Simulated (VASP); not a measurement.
Input of a VASP 6.6.1 run:

INCAR

```
SYSTEM = TiSi2
ALGO = Normal
EDIFF = 1E-6
ENCUT = 520
GGA = PE
ISIF = 2
ISMEAR = 0
LASPH = .True.
LCHARG = .False.
LREAL = .False.
LWAVE = .False.
NBANDS = 29
NELM = 60
PREC = Accurate
SIGMA = 0.15
```

The input KPOINTS:

```
k-points
0
Gamma
  12 12 12
  0 0 0
```

File POSCAR:

```
TiSi2
1.0
    1.7617074018     -7.0105454800      0.0000000000
    1.7617074018      7.0105454800      0.0000000000
    0.0000000000      0.0000000000      3.5549082095
Ti Si
2 4
Direct
    0.8968075259      0.1031924741      0.7500000000
    0.1031924741      0.8968075259      0.2500000000
    0.5591373592      0.4408626408      0.7500000000
    0.4408626408      0.5591373592      0.2500000000
    0.2498287182      0.7501712818      0.7500000000
    0.7501712818      0.2498287182      0.2500000000
```

Potentials or basis: VASP PAW PBE potentials, release 64 (Ti_sv, Si).

Command:

```console
$ cat potpaw_PBE.64/Ti_sv/POTCAR potpaw_PBE.64/Si/POTCAR > POTCAR
$ mpirun -np 1 vasp_std > vasp.out
```

Q: Predict the pressure.

A: -1.7 GPa.

Q: Predict the largest force.

A: 0.331 eV/Å.

Q: Predict the band gap on the k mesh.

A: Zero (band 20 reaches 10.67 eV, above the bottom of band 21 at 9.72 eV).

Forces on the atoms (eV/Å):
```
Ti   0.000  0.331  0.000
Ti   0.000 -0.331  0.000
Si   0.000  0.249  0.000
Si   0.000 -0.249  0.000
Si   0.000 -0.008  0.000
Si   0.000  0.008  0.000
```
